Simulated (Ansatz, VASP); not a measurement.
## SrO in VASP and in Ansatz

Contents of INCAR:

```
PREC     = Accurate       # precision mode
ENCUT    = 520            # plane-wave cutoff, eV
EDIFF    = 1E-6           # SCF threshold, eV
ISMEAR   = 0              # smearing method
SIGMA    = 0.05           # smearing width, eV
LREAL    = False          # projectors in reciprocal space
LASPH    = True           # aspherical terms in the spheres
NELM     = 80             # most SCF steps
ALGO     = Normal         # electronic algorithm
ISIF     = 2              # what is computed and relaxed
LWAVE    = False          # write WAVECAR
LCHARG   = True           # write CHGCAR
GGA      = PE             # functional
LELF     = True           # ELF
LVHAR    = True         
NBANDS   = 15             # bands
```

File KPOINTS:

```
Automatic mesh
0
Gamma
  8 8 8
```

Contents of POSCAR:

```
SrO
1.0
   -0.0256980000      2.5698000000      2.5698000000
    2.5698000000     -0.0256980000      2.5698000000
    2.5441020000      2.5441020000      0.0000000000
Sr O
1 1
Direct
    0.0000000000      0.0000000000      0.0000000000
    0.5000000000      0.5000000000      0.5000000000
```

Input for Ansatz:

```yaml
crystal:
  lattice:
    - [-0.025698, 2.5698, 2.5698]
    - [2.5698, -0.025698, 2.5698]
    - [2.544102, 2.544102, 0.0]
  atoms:
    - { symbol: Sr, position: [0.0, 0.0, 0.0] }
    - { symbol: O, position: [0.5, 0.5, 0.5] }
basis:
  ecutwfc: 420
kpoints:
  mp_grid: { grid: [8, 8, 8] }
hamiltonian:
  xc: pbe
scf:
  occupations: { method: gaussian, width: 0.05 }
output:
  forces: true
  stress: true
  eigenvalues: true
```

Change from the starting cell: strain -0.0200 x Voigt [0, 0, 0, 0, 0, 1], atoms carried along.

Alike in both runs: task single point; functional PBE; k mesh 8 × 8 × 8; occupations gaussian, width 0.05 eV; no spin polarisation.

|  | VASP | Ansatz |
| --- | --- | --- |
| version | VASP 6.6.1 | Ansatz 0.2.0 |
| potentials or method | VASP PAW PBE potentials, release 64 (Sr_sv, O), cutoff 520 eV | scalar-relativistic, plane waves, PAW |
| valence electrons in the cell | 16 | 16 |

```tsv
	VASP	Ansatz	Ansatz less VASP
gap on the k mesh at the Fermi level (eV)	3.24	3.29	+0.049
least direct gap on the mesh (eV)	3.32	3.36	+0.038
pressure (GPa)	3.5	2.9	-0.59
traceless stress, the component that is largest in VASP (GPa)	1.08	1.08	+0.001
```
